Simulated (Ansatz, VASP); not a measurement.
# AlRu: VASP beside Ansatz

```
Ru Al
1.0
     3.34886    0.00000    0.00000
    -1.67443    2.90019    0.00000
     0.00000    0.00000    3.28188
Ru Al
1 1
Direct
  0.00000 0.00000 0.00000
  0.33333 0.66667 0.50000
```

Alike in both runs: task relaxation of cell and atoms; functional PBE; k mesh 13 × 13 × 12; occupations fermi-dirac, width 0.05 eV; no spin polarisation.

```csv
,VASP,Ansatz
version,VASP 6.6.1,Ansatz 0.2.0
potentials or method,"VASP PAW PBE potentials, release 64 (Ru_pv, Al)","PAW with Ansatz's default frozen-core files, scalar-relativistic"
plane-wave cutoff (eV),600,420
valence electrons in the cell,17,19
```

```tsv
	VASP	Ansatz	Ansatz less VASP
relaxed volume (Å³/atom)	14.13	14.13	+0.004
relaxed cell length with the largest relative difference (Å)	3.891	3.892	+0.0017
```

VASP's potentials hold 17 valence electrons a cell and Ansatz's 19, so a difference there can come from the potentials and not from the codes.
